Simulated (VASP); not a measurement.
Input of a VASP 6.6.1 run:

INCAR

```
SYSTEM = Ge2Sb2Te5
PREC = Accurate ; ENCUT = 520
EDIFF = 1E-6 ; ISMEAR = 0
SIGMA = 0.03 ; LREAL = .FALSE.
LASPH = .TRUE. ; NELM = 80
ALGO = Normal ; ISIF = 2
LWAVE = .FALSE. ; LCHARG = .FALSE.
GGA = PE ; NBANDS = 44
```

The input KPOINTS:

```
regular mesh
0
G
  9 9 2
  0 0 0
```

POSCAR

```
Ge2Sb2Te5
1.0
    4.4630000000      0.0000000000      0.0000000000
   -2.2315000000      3.8650713771      0.0000000000
    0.0000000000      0.0000000000     17.7851000000
Ge Sb Te
2 2 5
Direct
    0.0000000000      0.0000000000      0.3314713560
    0.0000000000      0.0000000000      0.6685286440
    0.3333333333      0.6666666667      0.1121550832
    0.6666666667      0.3333333333      0.8878449168
    0.0000000000      0.0000000000      0.0000000000
    0.3333333333      0.6666666667      0.7913602895
    0.6666666667      0.3333333333      0.2086397105
    0.3333333333      0.6666666667      0.4097504733
    0.6666666667      0.3333333333      0.5902495267
```

Potentials or basis: VASP PAW PBE potentials, release 64 (Ge_d, Sb, Te).

Launch:

```console
$ cat potpaw_PBE.64/Ge_d/POTCAR potpaw_PBE.64/Sb/POTCAR potpaw_PBE.64/Te/POTCAR > POTCAR
$ mpirun -np 1 vasp_std > vasp.out
```

Task: Estimate the band gap on the k mesh.

Result: 0.19 eV.

Task: What does it give for the pressure?

Result: -3.0 GPa.

Task: What does it give for the largest force?

Result: 0.274 eV/Å.

Forces on the atoms (eV/Å):
```
Ge   0.000  0.000  0.207
Ge   0.000  0.000 -0.207
Sb   0.000  0.000  0.113
Sb   0.000  0.000 -0.113
Te   0.000  0.000  0.000
Te   0.000  0.000  0.274
Te   0.000  0.000 -0.274
Te   0.000  0.000 -0.189
Te   0.000  0.000  0.189
```

Caveat: semilocal functionals underestimate gaps, and a narrow one can read as zero; spin-orbit coupling is left out, which moves the levels of the heavy elements; this functional lacks dispersion, which binds layers or chains, so the pressure and a relaxed spacing across them are unreliable. A k mesh can miss the band edges.
